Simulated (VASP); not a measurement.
The system is GaOs3.

```
Ga Os
1.0
     3.83063    0.00000    0.00000
     0.00000    3.83063    0.00000
     0.00000    0.00000    3.83063
Ga Os
1 3
Direct
  0.00000 0.00000 0.00000
  0.00000 0.50000 0.50000
  0.50000 0.00000 0.50000
  0.50000 0.50000 0.00000
```

```yaml
Program: VASP 6.6.1
Task: relaxation of cell and atoms
Functional: PBE
Potentials_or_basis: VASP PAW PBE potentials, release 64 (Ga_d, Os)
Cutoff: 600 eV
k_mesh: 4 × 4 × 4
Occupations: gaussian, width 0.1 eV
Spin: no spin polarisation
```

At the start: pressure 11.9 GPa; volume 14.05 Å³/atom.

Q: How do energy, volume and symmetry change on relaxing?

A: Over 4 steps the energy falls by 19.0 meV/atom and the volume is 14.58 Å³/atom (+3.8 %); space group Pm-3m (No. 221, to 0.1 Å) before and after.

The path:
```tsv
step	energy change (eV)	largest force (eV/Å)	pressure (GPa)	volume (Å³)
1	0.0000	0.0000	11.94	56.21
2	0.5193	0.0000	-24.96	65.17
3	-0.0758	0.0000	-0.49	58.43
4	-0.0760	0.0000	-0.01	58.33
```

Final structure:
```xyz
4
Lattice="3.8783 0.0000 0.0000 0.0000 3.8783 0.0000 0.0000 0.0000 3.8783" Properties=species:S:1:pos:R:3 pbc="T T T"
Ga    0.0000    0.0000    0.0000
Os    0.0000    1.9392    1.9392
Os    1.9392    0.0000    1.9392
Os    1.9392    1.9392    0.0000
```

Caveat: the k points lie up to 0.41 Å⁻¹ apart in the final cell, too coarse for converged energies and pressures of a metal.
